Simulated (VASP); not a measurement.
# AlN (Fm-3m) in VASP: a series of runs

AlN is run at these levels: LDA, PBEsol, r2SCAN; tasks: single point.

All numbers are computed with VASP 6.6.1; they aren't measurements. Logs are shortened: lines on timing, memory, paths and dates and some standing lists are left out, and cuts for length are marked.

## (1) The cell of the first run

It takes space group Fm-3m (No. 225, cubic). Conventional cell: a = 4.038 Å, b = 4.038 Å, c = 4.038 Å, α = 90.00°, β = 90.00°, γ = 90.00°. Within 2.7 Å of Al (site symmetry m-3m) lie 6 N at 2.02 Å. Within 2.7 Å of N (site symmetry m-3m) lie 6 Al at 2.02 Å.

## (2) Single point, LDA

Contents of INCAR:

```
  PREC = Accurate
  ENCUT = 520
  EDIFF = 1E-6
  ISMEAR = 0
  SIGMA = 0.01
  LREAL = F
  LASPH = T
  NELM = 100
  ALGO = Normal
  ISIF = 2
  LWAVE = F
  LCHARG = F
  GGA = CA
  NBANDS = 11
```

Contents of KPOINTS:

```
regular mesh
0
Gamma
  10 10 10
```

Contents of POSCAR:

```
AlN
1.0
    0.0000000000      2.0188685302      2.0188685302
    2.0188685302      0.0000000000      2.0188685302
    2.0188685302      2.0188685302      0.0000000000
Al N
1 1
Direct
    0.0000000000      0.0000000000      0.0000000000
    0.5000000000      0.5000000000      0.5000000000
```

Potentials or basis: VASP PAW LDA potentials, release 64 (Al, N).

The run is started by

```
cat potpaw_LDA.64/Al/POTCAR potpaw_LDA.64/N/POTCAR > POTCAR
mpirun -np 1 vasp_std > vasp.out
```

OUTCAR:

```text
PREC = Accurate
   ENCUT = 520
   EDIFF = 1E-6
   ISMEAR = 0
   LREAL = F
   LASPH = T
   NELM = 100
   ISIF = 2
   GGA = CA

 ion  position               nearest neighbor table
   1  0.000  0.000  0.000-   2 2.02   2 2.02   2 2.02   2 2.02   2 2.02   2 2.02
   2  0.500  0.500  0.500-   1 2.02   1 2.02   1 2.02   1 2.02   1 2.02   1 2.02

  LATTYP: Found a face centered cubic cell.
 ALAT       =     4.0377370604

  Lattice vectors:

 A1 = (   0.0000000000,   2.0188685302,   2.0188685302)
 A2 = (   2.0188685302,   0.0000000000,   2.0188685302)
 A3 = (   2.0188685302,   2.0188685302,   0.0000000000)

Analysis of symmetry for initial positions (statically):
=====================================================================
 Subroutine PRICEL returns:
 Original cell was already a primitive cell.

 Routine SETGRP: Setting up the symmetry group for a
 face centered cubic supercell.

 Subroutine GETGRP returns: Found 48 space group operations
 (whereof 48 operations were pure point group operations)
 out of a pool of 48 trial point group operations.

The static configuration has the point symmetry O_h .

Analysis of symmetry for dynamics (positions and initial velocities):
=====================================================================
 Subroutine PRICEL returns:
 Original cell was already a primitive cell.

 Routine SETGRP: Setting up the symmetry group for a
 face centered cubic supercell.

 Subroutine GETGRP returns: Found 48 space group operations
 (whereof 48 operations were pure point group operations)
 out of a pool of 48 trial point group operations.

The dynamic configuration has the point symmetry O_h .

 Subroutine INISYM returns: Found 48 space group operations
 (whereof 48 operations are pure point group operations),
 and found     1 'primitive' translations

----------------------------------------------------------------------------------------

                                     Primitive cell

  volume of cell :      16.4571

  direct lattice vectors                    reciprocal lattice vectors
     0.000000000  2.018868530  2.018868530    -0.247663477  0.247663477  0.247663477
     2.018868530  0.000000000  2.018868530     0.247663477 -0.247663477  0.247663477
     2.018868530  2.018868530  0.000000000     0.247663477  0.247663477 -0.247663477

  length of vectors
     2.855111256  2.855111256  2.855111256     0.428965726  0.428965726  0.428965726

  position of ions in fractional coordinates (direct lattice)
     0.000000000  0.000000000  0.000000000
     0.500000000  0.500000000  0.500000000

  ion indices of the primitive-cell ions
   primitive index   ion index
                 1           1
                 2           2

----------------------------------------------------------------------------------------

 KPOINTS: regular mesh

Automatic generation of k-mesh.
 Grid dimensions read from file:
 generate k-points for:   10   10   10

 Generating k-lattice:

  Cartesian coordinates                     Fractional coordinates (reciprocal lattice)
    -0.024766348  0.024766348  0.024766348     0.100000000  0.000000000  0.000000000
     0.024766348 -0.024766348  0.024766348     0.000000000  0.100000000  0.000000000
     0.024766348  0.024766348 -0.024766348     0.000000000  0.000000000  0.100000000

  Length of vectors
     0.042896573  0.042896573  0.042896573

  Shift w.r.t. Gamma in fractional coordinates (k-lattice)
     0.000000000  0.000000000  0.000000000

 Subroutine IBZKPT returns following result:
 ===========================================

 Found     47 irreducible k-points:

 Following reciprocal coordinates:
            Coordinates               Weight
  0.000000  0.000000  0.000000      1.000000
  0.100000  0.000000  0.000000      8.000000
  0.200000  0.000000  0.000000      8.000000
  0.300000  0.000000  0.000000      8.000000
  0.400000  0.000000  0.000000      8.000000
  0.500000  0.000000  0.000000      4.000000
[... 16 lines left out ...]
  0.300000  0.300000  0.000000      6.000000
  0.400000  0.300000  0.000000     24.000000
 [... further k-points ...]
   k-points           NKPTS =     47   k-points in BZ     NKDIM =     47   number of bands    NBANDS=     11
   number of dos      NEDOS =    301   number of ions     NIONS =      2
   total plane-waves  NPLWV =  13824
   dimension x,y,z NGX =    24 NGY =   24 NGZ =   24
   dimension x,y,z NGXF=    48 NGYF=   48 NGZF=   48
   ions per type =               1   1
   NGX,Y,Z   is equivalent  to a cutoff of  13.97, 13.97, 13.97 a.u.
   NGXF,Y,Z  is equivalent  to a cutoff of  27.95, 27.95, 27.95 a.u.
 SYSTEM =  unknown system
   PREC   = accura    normal or accurate (medium, high low for compatibility)
   ISTART =      0    job   : 0-new  1-cont  2-samecut
   ICHARG =      2    charge: 1-file 2-atom 10-const
   ISPIN  =      1    spin polarized calculation?
   LNONCOLLINEAR =      F non collinear calculations
   LSORBIT =      F    spin-orbit coupling
   LASPH  =      T    aspherical Exc in radial PAW
   ENCUT  =  520.0 eV  38.22 Ry    6.18 a.u.   5.31  5.31  5.31*2*pi/ulx,y,z
   NELM   =    100;   NELMIN=  2; NELMDL= -5     # of ELM steps
   EDIFF  = 0.1E-05   stopping-criterion for ELM
   LREAL  =      F    real-space projection
   EDIFFG = 0.1E-04   stopping-criterion for IOM
   NSW    =      0    number of steps for IOM
   IBRION =     -1    ionic relax: 0-MD 1-quasi-New 2-CG
   NFREE  =      0    steps in history (QN), initial steepest desc. (CG)
   ISIF   =      2    stress and relaxation
   ISYM   =      2    0-nonsym 1-usesym 2-fastsym
   POTIM  = 0.5000    time-step for ionic-motion
   TEBEG  =    0.0;   TEEND  =   0.0 temperature during run
   PSTRESS=    0.0 pullay stress
   NELECT =       8.0000    total number of electrons
   NUPDOWN=      -1.0000    fix difference up-down
   EMIN   =  10.00;   EMAX   =-10.00  energy-range for DOS
   EFERMI =   0.00;   METHOD = LEGACY
   ISMEAR =     0;   SIGMA  =   0.01  broadening in eV -4-tet -1-fermi 0-gaus
   EFERMI_NEDOS =   21; number of points for ismear=-14 and -15
   IALGO  =     38    algorithm
   IMIX   =      4    mixing-type and parameters
     AMIX     =   0.40;   BMIX     =  1.00
     AMIX_MAG =   1.60;   BMIX_MAG =  1.00
  volume/ion in A,a.u.               =       8.23        55.53
  Fermi-wavevector in a.u.,A,eV,Ry     =   1.287222  2.432497 22.544044  1.656940
  Thomas-Fermi vector in A             =   2.419249
   LORBIT       =      0    0 simple, 1 ext, 2 COOP (PROOUT), +10 PAW based schemes
   GGA     = CA    functional components
   LHFCALC =     F    Hartree Fock is set to
   AEXX    =    0.0000 exact exchange contribution
   IVDW    =     0    specifies the selected vdW correction
   LEPSILON=     F    determine dielectric tensor
   LRPA    =     F    only Hartree local field effects (RPA)
 non-spin polarized calculation
 Gauss-broadening in eV      SIGMA  =   0.01
  energy-cutoff  :      520.00
  volume of cell :       16.46
 maximum number of plane-waves:       459
 NGX is ok and might be reduce to    24
   NGX = 11   NGY = 11   NGZ = 11

 number of electron       8.0000000 magnetization

 Free energy of the ion-electron system (eV)
  ---------------------------------------------------
  ext. energy  EPLUGINS =         0.00000000
  ---------------------------------------------------
  free energy    TOTEN  =       -16.22662286 eV

  energy without entropy =      -16.22662286  energy(sigma->0) =      -16.22662286

 E-fermi :   9.8588     XC(G=0): -12.5931

 val. band max:        9.7644643641   @ k =   0.0000   0.0000   0.0000
 cond. band min:      14.2645780148   @ k =   0.5000   0.5000   0.0000
 fundamental gap:      4.5001136507
 Fermi energy:         9.8587568543

 k-point     1 :       0.0000    0.0000    0.0000
  band No.  band energies     occupation
      1      -7.6811      2.00000
      2       9.7645      2.00000
      3       9.7645      2.00000
      4       9.7645      2.00000
      5      15.5957      0.00000
      6      21.8001      0.00000
      7      21.8001      0.00000
      8      21.8001      0.00000
      9      27.0349      0.00000
     10      27.4269      0.00000
     11      27.4269      0.00000

 k-point     2 :       0.1000    0.0000    0.0000
  band No.  band energies     occupation
      1      -7.4728      2.00000
      2       8.7594      2.00000
      3       9.6407      2.00000
      4       9.6407      2.00000
      5      16.1935      0.00000
      6      20.9154      0.00000
      7      22.0991      0.00000
      8      22.0991      0.00000
      9      25.7997      0.00000
     10      25.7997      0.00000
     11      27.8347      0.00000

 k-point     3 :       0.2000    0.0000    0.0000
  band No.  band energies     occupation
      1      -6.8663      2.00000
      2       6.6185      2.00000
      3       9.3405      2.00000
      4       9.3405      2.00000
      5      16.7767      0.00000
      6      20.4529      0.00000
      7      22.2638      0.00000
      8      22.2638      0.00000
      9      25.2242      0.00000
     10      25.2242      0.00000
     11      27.1449      0.00000

 k-point     4 :       0.3000    0.0000    0.0000
  band No.  band energies     occupation
      1      -5.9315      2.00000
      2       4.2699      2.00000
      3       9.0083      2.00000
      4       9.0083      2.00000
      5      16.4651      0.00000
      6      21.4150      0.00000
      7      21.5137      0.00000
      8      21.5137      0.00000
      9      26.3293      0.00000
     10      26.7241      0.00000
     11      26.7241      0.00000
[... 239 lines left out ...]
 k-point    22 :      -0.2000    0.2000    0.0000
  band No.  band energies     occupation
      1      -5.6292      2.00000
      2       4.8278      2.00000
      3       6.7898      2.00000
      4       9.0734      2.00000
      5      18.4422      0.00000
      6      19.6916      0.00000
      7      20.4697      0.00000
      8      22.1276      0.00000
      9      24.6711      0.00000
     10      28.7205      0.00000
     11      30.0370      0.00000

 k-point    23 :       0.3000    0.3000    0.0000
  band No.  band energies     occupation
      1      -5.3816      2.00000
      2       4.9777      2.00000
      3       7.7203      2.00000
      4       7.7203      2.00000
      5      16.3554      0.00000
      6      16.5495      0.00000
      7      21.4626      0.00000
      8      25.2476      0.00000
      9      25.2476      0.00000
     10      30.1720      0.00000
     11      33.6041      0.00000

 k-point    24 :       0.4000    0.3000    0.0000
  band No.  band energies     occupation
      1      -4.5999      2.00000
      2       3.9199      2.00000
      3       6.9367      2.00000
      4       7.4611      2.00000
      5      15.8081      0.00000
      6      16.5800      0.00000
      7      21.9116      0.00000
      8      25.2025      0.00000
      9      25.9601      0.00000
     10      31.4448      0.00000
     11      34.2914      0.00000

 [... further k-points ...]

------------------------ aborting loop because EDIFF is reached ----------------------------------------

  FORCE on cell =-STRESS in cart. coord.  units (eV):
  Direction    XX          YY          ZZ          XY          YZ          ZX
  --------------------------------------------------------------------------------------
  -------------------------------------------------------------------------------------
  Total       -0.4858772     -0.4858772     -0.4858772      0.0000000     -0.0000000      0.0000000
  in kB      -47.3023819    -47.3023819    -47.3023819      0.0000000     -0.0000000      0.0000000
  external PRESSURE =     -47.3023819 kB  Pullay stress =       0.0000000 kB

 VOLUME and BASIS-vectors are now :
 -----------------------------------------------------------------------------
  energy-cutoff  :      520.00
  volume of cell :       16.46
      direct lattice vectors                 reciprocal lattice vectors
     0.000000000  2.018868530  2.018868530    -0.247663477  0.247663477  0.247663477
     2.018868530  0.000000000  2.018868530     0.247663477 -0.247663477  0.247663477
     2.018868530  2.018868530  0.000000000     0.247663477  0.247663477 -0.247663477

 POSITION                                       TOTAL-FORCE (eV/Angst)
 -----------------------------------------------------------------------------------
      0.00000      0.00000      0.00000         0.000000      0.000000     -0.000000
      2.01887      2.01887      2.01887        -0.000000     -0.000000      0.000000
 -----------------------------------------------------------------------------------
    total drift:                               -0.000000     -0.000000      0.000000

  FREE ENERGIE OF THE ION-ELECTRON SYSTEM (eV)
  ---------------------------------------------------
  free  energy   TOTEN  =       -16.2266228618 eV

  energy  without entropy=      -16.2266228618  energy(sigma->0) =      -16.22662286
```

Run time: 6.9 s. Hardware: 1 thread of AMD EPYC 7R13 (Zen 3), shared host; peak memory 0.09 GiB.

What came out:

| Item | Value |
| --- | --- |
| Free energy | -16.2266 eV |
| Pressure | -4.7 GPa |
| Band gap on the k mesh | 4.50 eV, indirect (least direct gap 5.83 eV) |

## (3) Single point, PBEsol

This run uses another cell than the first one, of 8.27 Å³/atom, 1.006 times its volume.

Contents of INCAR:

```
SYSTEM = AlN
PREC = Accurate
ENCUT = 520
EDIFF = 1E-6
ISMEAR = -1
SIGMA = 0.02
LREAL = .False.
LASPH = .True.
NELM = 80
ALGO = Normal
ISIF = 2
LWAVE = .False.
LCHARG = .False.
GGA = PS
NBANDS = 11
```

Contents of KPOINTS:

```
Automatic mesh
0
Gamma
  10 10 10
  0 0 0
```

Contents of POSCAR:

```
AlN
1.0
    0.0000000000      2.0226210824      2.0226210824
    2.0226210824      0.0000000000      2.0226210824
    2.0226210824      2.0226210824      0.0000000000
Al N
1 1
Direct
    0.0000000000      0.0000000000      0.0000000000
    0.5000000000      0.5000000000      0.5000000000
```

Potentials or basis: VASP PAW PBE potentials, release 64 (Al, N).

The run is started by

```
cat potpaw_PBE.64/Al/POTCAR potpaw_PBE.64/N/POTCAR > POTCAR
mpirun -np 1 vasp_std > vasp.out
```

It took 7.3 s on 1 thread of AMD EPYC 7R13 (Zen 3), shared host; peak memory 0.1 GiB.

The run converged. Its results:

- Free energy: -15.4489 eV
- Pressure: -0.1 GPa
- Band gap on the k mesh: 4.54 eV, indirect (least direct gap 5.65 eV)

Levels at points of the mesh, in eV from the valence-band top:
```
           k point  band 2  band 3  band 4  band 5  band 6  band 7
(0.00, 0.00, 0.00)    0.00    0.00    0.00    5.65   12.02   12.02
(0.50, 0.00, 0.00)   -8.36   -1.09   -1.09    6.03   10.89   10.89
(0.50, 0.50, 0.00)   -7.44   -2.82   -2.82    4.54    5.14   13.95
```

Caveat: the PAW data sets were made with another functional, which shifts forces and pressure a little. A k mesh can miss the band edges.

(Continued in part 2 of 3.)
